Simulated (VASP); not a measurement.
# TiSi2 in VASP: notebook

The runs below take TiSi2 through single point, with PBE, r2SCAN.

Program: VASP 6.6.1. These are calculated values, not measurements. Logs are shortened: lines on timing, memory, paths and dates and some standing lists are left out, and cuts for length are marked.

### Step 1. The cell of the first run

The structure is orthorhombic, space group Cmmm (No. 65). The conventional cell has a = 4.331 Å, b = 7.577 Å, c = 2.561 Å, α = 90.00°, β = 90.00°, γ = 90.00°. Ti (site symmetry mmm) has 2 Ti at 2.56 Å and 12 Si at 2.81 to 2.83 Å within 3.4 Å. Si (site symmetry m2m) has 5 Si at 2.51 to 2.56 Å and 6 Ti at 2.81 to 2.83 Å within 3.3 Å.

### Step 2. Single point, PBE

Input file INCAR:

```
  PREC = Accurate
  ENCUT = 520
  EDIFF = 1E-7
  ISMEAR = -1
  SIGMA = 0.05
  LREAL = F
  LASPH = T
  NELM = 60
  ALGO = Normal
  ISIF = 2
  LWAVE = F
  LCHARG = F
  GGA = PE
  NBANDS = 17
```

Input file KPOINTS:

```
Automatic mesh
0
Gamma
  7 7 10
```

Input file POSCAR:

```
TiSi2
1.0
    4.3308936000      0.0000000000      0.0000000000
   -2.1654468000      3.7885500000      0.0000000000
    0.0000000000      0.0000000000      2.5610100000
Ti Si
1 2
Direct
    0.0000000000      0.0000000000      0.0000000000
    0.3333300000      0.6666700000      0.5000000000
    0.6666700000      0.3333300000      0.5000000000
```

Potentials or basis: VASP PAW PBE potentials, release 64 (Ti_sv, Si).

On the command line:

```sh
> cat potpaw_PBE.64/Ti_sv/POTCAR potpaw_PBE.64/Si/POTCAR > POTCAR
> mpirun -np 1 vasp_std > vasp.out
```

OUTCAR:

```text
PREC = Accurate
   ENCUT = 520
   EDIFF = 1E-7
   ISMEAR = -1
   LREAL = F
   LASPH = T
   NELM = 60
   ISIF = 2
   GGA = PE

 ion  position               nearest neighbor table
   1  0.000  0.000  0.000-   2 2.81   3 2.81   2 2.81   3 2.81   3 2.81   3 2.81   2 2.81   2 2.81
                             3 2.83   3 2.83   2 2.83   2 2.83
   2  0.333  0.667  0.500-   3 2.51   3 2.51   3 2.53   1 2.81   1 2.81   1 2.81   1 2.81   1 2.83
                             1 2.83
   3  0.667  0.333  0.500-   2 2.51   2 2.51   2 2.53   1 2.81   1 2.81   1 2.81   1 2.81   1 2.83
                             1 2.83

  LATTYP: Found a base centered orthorhombic cell.
 ALAT       =     4.3308936000
 B/A-ratio  =     1.7495465601
 C/A-ratio  =     0.5913352385

  Lattice vectors:

 A1 = (   2.1654468000,  -3.7885500000,   0.0000000000)
 A2 = (   2.1654468000,   3.7885500000,   0.0000000000)
 A3 = (   0.0000000000,   0.0000000000,   2.5610100000)

Analysis of symmetry for initial positions (statically):
=====================================================================
 Subroutine PRICEL returns:
 Original cell was already a primitive cell.

 Routine SETGRP: Setting up the symmetry group for a
 base centered orthorhombic supercell.

 Subroutine GETGRP returns: Found  4 space group operations
 (whereof  4 operations were pure point group operations)
 out of a pool of  8 trial point group operations.

The static configuration has the point symmetry C_2h.

Analysis of symmetry for dynamics (positions and initial velocities):
=====================================================================
 Subroutine PRICEL returns:
 Original cell was already a primitive cell.

 Routine SETGRP: Setting up the symmetry group for a
 base centered orthorhombic supercell.

 Subroutine GETGRP returns: Found  4 space group operations
 (whereof  4 operations were pure point group operations)
 out of a pool of  8 trial point group operations.

The dynamic configuration has the point symmetry C_2h.

 Subroutine INISYM returns: Found  4 space group operations
 (whereof  4 operations are pure point group operations),
 and found     1 'primitive' translations

----------------------------------------------------------------------------------------

                                     Primitive cell

  volume of cell :      42.0206

  direct lattice vectors                    reciprocal lattice vectors
     4.330893600  0.000000000  0.000000000     0.230899231  0.131976614  0.000000000
    -2.165446800  3.788550000  0.000000000     0.000000000  0.263953227  0.000000000
     0.000000000  0.000000000  2.561010000     0.000000000  0.000000000  0.390470947

  length of vectors
     4.330893600  4.363745060  2.561010000     0.265955412  0.263953227  0.390470947

  position of ions in fractional coordinates (direct lattice)
     0.000000000  0.000000000  0.000000000
     0.333330000  0.666670000  0.500000000
     0.666670000  0.333330000  0.500000000

  ion indices of the primitive-cell ions
   primitive index   ion index
                 1           1
                 2           2
                 3           3

----------------------------------------------------------------------------------------

 KPOINTS: Automatic mesh

Automatic generation of k-mesh.
 Grid dimensions read from file:
 generate k-points for:    7    7   10

 Generating k-lattice:

  Cartesian coordinates                     Fractional coordinates (reciprocal lattice)
     0.032985604  0.018853802  0.000000000     0.142857143  0.000000000  0.000000000
     0.000000000  0.037707604  0.000000000     0.000000000  0.142857143  0.000000000
     0.000000000  0.000000000  0.039047095     0.000000000  0.000000000  0.100000000

  Length of vectors
     0.037993630  0.037707604  0.039047095

  Shift w.r.t. Gamma in fractional coordinates (k-lattice)
     0.000000000  0.000000000  0.000000000

 Subroutine IBZKPT returns following result:
 ===========================================

 Found    150 irreducible k-points:

 Following reciprocal coordinates:
            Coordinates               Weight
  0.000000  0.000000  0.000000      1.000000
  0.142857  0.000000  0.000000      2.000000
  0.142857 -0.142857  0.000000      2.000000
  0.285714  0.000000  0.000000      2.000000
  0.285714 -0.285714  0.000000      2.000000
  0.428571  0.000000  0.000000      2.000000
[... 16 lines left out ...]
  0.428571  0.285714  0.000000      2.000000
  0.000000  0.428571  0.000000      2.000000
 [... further k-points ...]
   k-points           NKPTS =    150   k-points in BZ     NKDIM =    150   number of bands    NBANDS=     17
   number of dos      NEDOS =    301   number of ions     NIONS =      3
   total plane-waves  NPLWV =  20480
   dimension x,y,z NGX =    32 NGY =   32 NGZ =   20
   dimension x,y,z NGXF=    64 NGYF=   64 NGZF=   40
   ions per type =               1   2
   NGX,Y,Z   is equivalent  to a cutoff of  12.28, 12.19, 12.98 a.u.
[... 102 lines left out ...]
  band No.  band energies     occupation
      1     -46.0023      2.00000
      2     -22.3290      2.00000
      3     -22.3225      2.00000
      4     -21.6836      2.00000
      5      -1.7584      2.00000
      6       2.0870      2.00000
[... 9 lines left out ...]
     16      17.9269      0.00000
     17      18.6862      0.00000

 k-point     5 :       0.2857   -0.2857    0.0000
  band No.  band energies     occupation
      1     -46.0023      2.00000
      2     -22.3290      2.00000
      3     -22.3225      2.00000
      4     -21.6836      2.00000
      5      -1.7584      2.00000
      6       2.0871      2.00000
[... 9 lines left out ...]
     16      17.9270      0.00000
     17      18.6863      0.00000

 k-point     6 :       0.4286    0.0000    0.0000
  band No.  band energies     occupation
      1     -46.0021      2.00000
      2     -22.3343      2.00000
      3     -22.3238      2.00000
      4     -21.6835      2.00000
      5      -0.9057      2.00000
      6       0.7440      2.00000
[... 9 lines left out ...]
     16      17.0584      0.00000
     17      18.8504      0.00000

 k-point     7 :       0.4286   -0.4286    0.0000
  band No.  band energies     occupation
      1     -46.0021      2.00000
      2     -22.3343      2.00000
      3     -22.3238      2.00000
      4     -21.6835      2.00000
      5      -0.9058      2.00000
      6       0.7442      2.00000
[... 9 lines left out ...]
     16      17.0586      0.00000
     17      18.8504      0.00000

 k-point     8 :       0.0000    0.1429    0.0000
  band No.  band energies     occupation
      1     -46.0025      2.00000
      2     -22.3239      2.00000
      3     -22.3192      2.00000
      4     -21.6838      2.00000
      5      -2.3557      2.00000
      6       3.7042      2.00000
[... 9 lines left out ...]
     16      17.0669      0.00000
     17      17.9853      0.00000
[... 203 lines left out ...]
      1     -46.0022      2.00000
      2     -22.3331      2.00000
      3     -22.3231      2.00000
      4     -21.6835      2.00000
      5      -1.2351      2.00000
      6       1.2930      2.00000
[... 9 lines left out ...]
     16      17.0943      0.00000
     17      19.2459      0.00000

 k-point    20 :       0.1429   -0.4286    0.0000
  band No.  band energies     occupation
      1     -46.0022      2.00000
      2     -22.3331      2.00000
      3     -22.3231      2.00000
      4     -21.6835      2.00000
      5      -1.2351      2.00000
      6       1.2930      2.00000
[... 9 lines left out ...]
     16      17.0944      0.00000
     17      19.2459      0.00000

 k-point    21 :       0.2857    0.2857    0.0000
  band No.  band energies     occupation
      1     -46.0021      2.00000
      2     -22.3328      2.00000
      3     -22.3276      2.00000
      4     -21.6834      2.00000
      5      -0.4599      2.00000
      6       0.5063      2.00000
[... 9 lines left out ...]
     16      17.5151      0.00000
     17      19.9610      0.00000

 k-point    22 :       0.2857    0.4286    0.0000
  band No.  band energies     occupation
      1     -46.0021      2.00000
      2     -22.3328      2.00000
      3     -22.3275      2.00000
      4     -21.6834      2.00000
      5      -0.4599      2.00000
      6       0.5064      2.00000
[... 9 lines left out ...]
     16      17.5152      0.00000
     17      19.9627      0.00000

 k-point    23 :       0.4286    0.2857    0.0000
  band No.  band energies     occupation
      1     -46.0021      2.00000
      2     -22.3315      2.00000
      3     -22.3291      2.00000
      4     -21.6834      2.00000
      5      -0.4171      2.00000
      6       0.4624      2.00000
[... 9 lines left out ...]
     16      17.6038      0.00000
     17      20.0125      0.00000

 k-point    24 :       0.0000    0.4286    0.0000
  band No.  band energies     occupation
      1     -46.0022      2.00000
      2     -22.3356      2.00000
      3     -22.3218      2.00000
      4     -21.6835      2.00000
      5      -0.9481      2.00000
      6       0.7612      2.00000
[... 9 lines left out ...]
     16      17.0824      0.00000
     17      18.8589      0.00000

 [... further k-points ...]
[... 5 lines left out ...]
  --------------------------------------------------------------------------------------
  -------------------------------------------------------------------------------------
  Total        0.5329675      0.2802295      0.0371675      0.0001766      0.0000000      0.0000000
  in kB       20.3212054     10.6847080      1.4171363      0.0067342      0.0000000      0.0000000
  external PRESSURE =      10.8076832 kB  Pullay stress =       0.0000000 kB

 VOLUME and BASIS-vectors are now :
 -----------------------------------------------------------------------------
  energy-cutoff  :      520.00
  volume of cell :       42.02
      direct lattice vectors                 reciprocal lattice vectors
     4.330893600  0.000000000  0.000000000     0.230899231  0.131976614  0.000000000
    -2.165446800  3.788550000  0.000000000     0.000000000  0.263953227  0.000000000
     0.000000000  0.000000000  2.561010000     0.000000000  0.000000000  0.390470947

 POSITION                                       TOTAL-FORCE (eV/Angst)
 -----------------------------------------------------------------------------------
      0.00000      0.00000      0.00000         0.000000      0.000000      0.000000
     -0.00002      2.52571      1.28051         0.000286      0.040111      0.000000
      2.16547      1.26284      1.28051        -0.000286     -0.040111     -0.000000
 -----------------------------------------------------------------------------------
    total drift:                               -0.000000      0.000000     -0.000000

  FREE ENERGIE OF THE ION-ELECTRON SYSTEM (eV)
  ---------------------------------------------------
  free  energy   TOTEN  =       -19.4161683332 eV

  energy  without entropy=      -19.4002978540  energy(sigma->0) =      -19.40823309
```

Run time: 79 s. Hardware: 1 thread of Intel Xeon Platinum 8488C (Sapphire Rapids), shared host; peak memory 0.23 GiB.

What came out:

- Free energy: -19.4162 eV
- Pressure: 1.1 GPa
- Largest force: 0.040 eV/Å
- Band gap on the k mesh: zero (band 10 reaches 11.49 eV, above the bottom of band 11 at 8.87 eV)

Forces on the atoms (eV/Å):
```
Ti   0.000  0.000  0.000
Si   0.000  0.040  0.000
Si   0.000 -0.040  0.000
```

### Step 3. Single point, PBE

This run uses another cell than the first one, of 14.15 Å³/atom, 1.010 times its volume.

Input file INCAR:

```
SYSTEM = TiSi2
PREC     = Accurate       ! precision mode
ENCUT    = 520            ! plane-wave cutoff, eV
EDIFF    = 1E-6           ! SCF threshold, eV
ISMEAR   = -1             ! smearing method
SIGMA    = 0.04           ! smearing width, eV
LREAL    = .FALSE.        ! projectors in reciprocal space
LASPH    = .TRUE.         ! aspherical terms in the spheres
NELM     = 100            ! most SCF steps
ALGO     = Normal         ! electronic algorithm
ISIF     = 2              ! what is computed and relaxed
LWAVE    = .FALSE.        ! write WAVECAR
LCHARG   = .FALSE.        ! write CHGCAR
GGA      = PE             ! functional
NBANDS   = 17             ! bands
```

Input file KPOINTS:

```
Automatic mesh
0
G
  4 4 6
  0 0 0
```

Input file POSCAR:

```
TiSi2
1.0
    4.3746400000      0.0000000000      0.0000000000
   -2.1873200000      3.7885500000      0.0000000000
    0.0000000000      0.0000000000      2.5610100000
Ti Si
1 2
Direct
    0.0000000000      0.0000000000      0.0000000000
    0.3333300000      0.6666700000      0.5000000000
    0.6666700000      0.3333300000      0.5000000000
```

Potentials or basis: VASP PAW PBE potentials, release 64 (Ti_sv, Si).

On the command line:

```sh
> cat potpaw_PBE.64/Ti_sv/POTCAR potpaw_PBE.64/Si/POTCAR > POTCAR
> mpirun -np 1 vasp_std > vasp.out
```

Wall time 17 s (1 thread of Intel Xeon Platinum 8259CL at 2.50GHz (Skylake/Cascade Lake), shared host); peak memory 0.17 GiB.

It converged, with:

- Free energy: -19.4042 eV
- Pressure: 1.3 GPa
- Band gap on the k mesh: zero (band 10 reaches 11.54 eV, above the bottom of band 11 at 8.64 eV)

Stress tensor (GPa, compression positive):
```
 3.89  0.00  0.00
 0.00  3.89  0.00
 0.00  0.00 -3.99
```

Levels at points of the mesh, in eV from the Fermi level:
```csv
k point,band 7,band 8,band 9,band 10,band 11,band 12,band 13,band 14
"(0.00, 0.00, 0.00)",-5.21,-5.07,-1.59,-0.95,-0.95,2.93,2.93,3.40
"(0.50, 0.00, 0.00)",-5.30,-4.12,-0.74,-0.58,2.49,2.62,2.87,3.58
"(0.50, 0.50, 0.00)",-5.30,-4.12,-0.74,-0.58,2.49,2.62,2.87,3.58
"(0.00, 0.00, 0.50)",-2.24,-2.24,-0.83,-0.83,-0.82,-0.26,-0.26,1.39
"(0.50, 0.00, 0.50)",-5.24,-4.52,-3.74,0.99,1.22,1.25,1.77,2.27
"(0.50, 0.50, 0.50)",-5.24,-4.52,-3.74,0.99,1.22,1.25,1.77,2.27
```

Caveat: the k points lie up to 0.41 Å⁻¹ apart.

### Step 4. Single point, r2SCAN

This run uses another cell than the first one, of 14.15 Å³/atom, 1.010 times its volume.

POSCAR is that of step 3.

Input file INCAR.step1:

```
SYSTEM = TiSi2
ALGO = Normal
EDIFF = 1E-4
ENCUT = 520
GGA = PE
ISMEAR = -1
LASPH = .TRUE.
LCHARG = .FALSE.
LREAL = .FALSE.
LWAVE = .TRUE.
NBANDS = 17
NELM = 100
PREC = Accurate
SIGMA = 0.05
```

Input file INCAR.step2:

```
SYSTEM = TiSi2
ALGO = Normal
EDIFF = 1E-6
ENCUT = 520
ISIF = 2
ISMEAR = -1
ISTART = 1
LASPH = .TRUE.
LCHARG = .FALSE.
LMIXTAU = .TRUE.
LREAL = .FALSE.
LWAVE = .FALSE.
METAGGA = R2SCAN
NBANDS = 17
NELM = 100
PREC = Accurate
SIGMA = 0.05
```

Input file KPOINTS:

```
k-points
0
G
  4 4 6
  0 0 0
```

On the command line:

```sh
> cat potpaw_PBE.64/Ti_sv/POTCAR potpaw_PBE.64/Si/POTCAR > POTCAR
> cp INCAR.step1 INCAR
> mpirun -np 1 vasp_std > vasp.out
> cp INCAR.step2 INCAR
> mpirun -np 1 vasp_std > vasp.out
```

Wall time 31 s (1 thread of Intel Xeon 6975P-C (Granite Rapids), shared host); peak memory 0.17 GiB.

The run converged. Its results:

| Quantity | Value |
| --- | --- |
| Free energy | -31.0838 eV |
| Pressure | -0.9 GPa |
| Band gap on the k mesh | zero (band 10 reaches 11.72 eV, above the bottom of band 11 at 8.62 eV) |

Stress tensor (GPa, compression positive):
```
 2.42  0.00  0.00
 0.00  2.42  0.00
 0.00  0.00 -7.47
```

Levels at points of the mesh, in eV from the Fermi level:
```csv
k point,band 8,band 9,band 10,band 11,band 12,band 13
"(0.00, 0.00, 0.00)",-5.28,-1.75,-1.14,-1.14,3.23,3.23
"(0.50, 0.00, 0.00)",-4.37,-0.84,-0.58,2.71,2.90,3.17
"(0.50, 0.50, 0.00)",-4.37,-0.84,-0.58,2.71,2.90,3.17
"(0.00, 0.00, 0.50)",-2.33,-0.97,-0.97,-0.96,-0.23,-0.23
"(0.50, 0.00, 0.50)",-4.85,-3.99,1.10,1.27,1.39,2.05
"(0.50, 0.50, 0.50)",-4.85,-3.99,1.10,1.27,1.39,2.05
```

Caveat: the k points lie up to 0.41 Å⁻¹ apart; the PAW data sets were made with another functional, which shifts forces and pressure a little.

### Step 5. Single point, PBE

This run uses another cell than the first one, of 14.14 Å³/atom, 1.009 times its volume.

Input file INCAR:

```
PREC = Accurate
ENCUT = 520
EDIFF = 1E-7
ISMEAR = -1
SIGMA = 0.05
LREAL = False
LASPH = True
NELM = 80
ALGO = Normal
ISIF = 2
LWAVE = False
LCHARG = False
GGA = PE
NBANDS = 17
```

Input file KPOINTS:

```
regular mesh
0
Gamma
  7 7 10
```

Input file POSCAR:

```
TiSi2
1.0
    4.3824675321      0.0000000000      0.0000000000
   -2.1912337660      3.7953282140      0.0000000000
    0.0000000000      0.0000000000      2.5496422047
Ti Si
1 2
Direct
    0.0000000000      0.0000000000      0.0000000000
    0.3333333333      0.6666666667      0.5000000000
    0.6666666667      0.3333333333      0.5000000000
```

On the command line:

```sh
> cat potpaw_PBE.64/Ti_sv/POTCAR potpaw_PBE.64/Si/POTCAR > POTCAR
> mpirun -np 1 vasp_std > vasp.out
```

It took 45 s on 1 thread of Intel Xeon 8259CL, shared host; peak memory 0.18 GiB.

The run converged. Its results:

* Free energy: -19.4195 eV
* Pressure: -0.1 GPa
* Band gap on the k mesh: zero (band 10 reaches 11.32 eV, above the bottom of band 11 at 8.66 eV)

Levels at points of the mesh, in eV from the Fermi level:
| k point | band 7 | band 8 | band 9 | band 10 | band 11 | band 12 | band 13 | band 14 |
| --- | --- | --- | --- | --- | --- | --- | --- | --- |
| (0.00, 0.00, 0.00) | -5.25 | -5.16 | -1.66 | -1.00 | -1.00 | 2.91 | 2.91 | 3.37 |
| (0.00, 0.00, 0.50) | -2.29 | -2.29 | -0.89 | -0.81 | -0.81 | -0.27 | -0.27 | 1.38 |

### Step 6. The runs side by side

```tsv
level	cell	k mesh	smearing	gap on the mesh (eV)	pressure (GPa)
PBE	a = 4.331, b = 4.364, c = 2.561 Å, angles 90.0, 90.0, 119.8°, 3 atoms	7 × 7 × 10	fermi-dirac 0.05 eV	none	1.1
PBE	a = 4.375, b = 4.375, c = 2.561 Å, angles 90.0, 90.0, 120.0°, 3 atoms	4 × 4 × 6	fermi-dirac 0.04 eV	none	1.3
r2SCAN	a = 4.375, b = 4.375, c = 2.561 Å, angles 90.0, 90.0, 120.0°, 3 atoms	4 × 4 × 6	fermi-dirac 0.05 eV	none	-0.9
PBE	a = 4.382, b = 4.382, c = 2.550 Å, angles 90.0, 90.0, 120.0°, 3 atoms	7 × 7 × 10	fermi-dirac 0.05 eV	none	-0.1
```

Alike in all rows: task single point; potentials or basis VASP PAW PBE potentials, release 64 (Ti_sv, Si); no spin polarisation; cutoff (eV) 520.

Caveats: some runs use coarse meshes; the PAW data sets were made with another functional, which shifts forces and pressure a little (some runs).

Absolute energies hang on the potentials; compare differences alone.
